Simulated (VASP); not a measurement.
Input of a VASP 6.6.1 run:

Contents of POSCAR:

```
Cu2O
1.0
    4.2458092684      0.0000000000      0.0000000000
    0.0000000000      4.2458092684      0.0000000000
    0.0000000000      0.0000000000      4.2458092684
Cu O
4 2
Direct
    0.2500000000      0.2500000000      0.2500000000
    0.2500000000      0.7500000000      0.7500000000
    0.7500000000      0.7500000000      0.2500000000
    0.7500000000      0.2500000000      0.7500000000
    0.0000000000      0.0000000000      0.0000000000
    0.5000000000      0.5000000000      0.5000000000
```

File INCAR.step1:

```
ALGO = Normal ; EDIFF = 1E-5
ENCUT = 660 ; GGA = PE
GGA_COMPAT = False ; ISMEAR = 0
LASPH = True ; LCHARG = False
LREAL = False ; LWAVE = True
NBANDS = 37 ; NELM = 120
PREC = Accurate ; SIGMA = 0.02
```

File INCAR.step2:

```
ALGO = Normal ; EDIFF = 1E-6
ENCUT = 660 ; GGA_COMPAT = False
ISIF = 2 ; ISMEAR = 0
ISTART = 1 ; LASPH = True
LCHARG = False ; LMIXTAU = True
LREAL = False ; LWAVE = False
METAGGA = R2SCAN ; NBANDS = 37
NELM = 120 ; PREC = Accurate
SIGMA = 0.02
```

The input KPOINTS:

```
k-points
0
Gamma
  6 6 6
```

Potentials or basis: VASP PAW PBE potentials, release 64 (Cu, O).

Command:

```console
$ cat potpaw_PBE.64/Cu/POTCAR potpaw_PBE.64/O/POTCAR > POTCAR
$ cp INCAR.step1 INCAR
$ mpirun -np 1 vasp_std > vasp.out
$ cp INCAR.step2 INCAR
$ mpirun -np 1 vasp_std > vasp.out
```

Estimate the pressure.

0.8 GPa.

What does it give for the band gap on the k mesh?

0.79 eV, direct.

Caveat: the PAW data sets were made with another functional, which shifts forces and pressure a little.

**Experimental background.**

From “Importance of surface oxygen vacancies for ultrafast hot carrier relaxation and transport in Cu2O”, 2021, arxiv:2103.03167, for a bulk crystal of Cu2O: band gap 2.17 eV (direct).

Measured gap of Cu2O: 2.17 eV (direct; quoted in “Importance of surface oxygen vacancies for ultrafast hot carrier relaxation and transport in Cu2O”, 2021, arxiv:2103.03167). This calculation gives 0.79 eV (-1.38 eV). So large a miss can be the level of theory's own, or it may mean another phase, state or a wrong row. The value is that of r2SCAN on a finite k mesh, which can miss the band edges, without temperature or zero-point motion.
